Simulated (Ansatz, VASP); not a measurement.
One calculation of Sc3B2Sb, two programs

```xyz
6
Lattice="5.8528 0.0000 0.0000 -2.9264 5.0686 0.0000 0.0000 0.0000 4.0828" Properties=species:S:1:pos:R:3 pbc="T T T"
Sc    1.1751    2.7007    0.0000
Sc    0.0000    4.7360    0.0000
Sc   -1.1751    2.7007    0.0000
B     2.9264    1.6895    0.0000
B     2.9264    1.6895    2.0414
Sb    0.0000    0.0000    0.0000
```

Alike in both runs: task single point; functional PBE; k mesh 3 × 3 × 4; occupations gaussian, width 0.1 eV; no spin polarisation.

```csv
,VASP,Ansatz
version,VASP 6.6.1,Ansatz 0.2.0
potentials or method,"VASP PAW PBE potentials, release 64 (Sc_sv, B, Sb), cutoff 520 eV","scalar-relativistic, plane waves, PAW"
valence electrons in the cell,44,54
```

|  | VASP | Ansatz | Ansatz less VASP |
| --- | --- | --- | --- |
| gap on the k mesh at the Fermi level (eV) | none | none | - |
| pressure (GPa) | 7.4 | 7.1 | -0.31 |
| traceless stress, the component that is largest in VASP (GPa) | -30.15 | -29.83 | +0.329 |
| rms of the force components (eV/Å) | 1.405 | 1.357 | -0.0487 |

Atom by atom the forces differ by 0.049 eV/Å (rms over components). A gap of «none» marks a metal or a gap that the smearing closes. VASP's potentials hold 44 valence electrons a cell and Ansatz's 54, so a difference there can come from the potentials and not from the codes.

The k mesh is coarse, so the values compare programs but aren't converged. Neither program's run includes spin-orbit coupling.
